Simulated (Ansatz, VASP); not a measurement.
**YAlSi: VASP beside Ansatz**

```
CELL_PARAMETERS angstrom
1.98896 -5.10004 0.00000
1.98896 5.10004 0.00000
0.00000 0.00000 5.66676
ATOMIC_POSITIONS crystal
Y 0.69537 0.30463 0.25000
Y 0.30463 0.69537 0.75000
Al 0.00000 0.00000 0.00000
Al 0.00000 0.00000 0.50000
Si 0.40076 0.59924 0.25000
Si 0.59924 0.40076 0.75000
```

Alike in both runs: task single point; functional PBEsol; k mesh 9 × 9 × 6; occupations fermi-dirac, width 0.05 eV; no spin polarisation.

|  | VASP | Ansatz |
| --- | --- | --- |
| version | VASP 6.6.1 | Ansatz 0.2.0 |
| potentials or method | VASP PAW PBE potentials, release 64 (Y_sv, Al, Si), cutoff 520 eV | all-electron LAPW, scalar-relativistic |

```csv
,VASP,Ansatz,Ansatz less VASP
pressure (GPa),0.0,0.0,-0.03
```

VASP's potentials were made for PBE, not for PBEsol. Ansatz ran all-electron here, and VASP with PAW potentials.
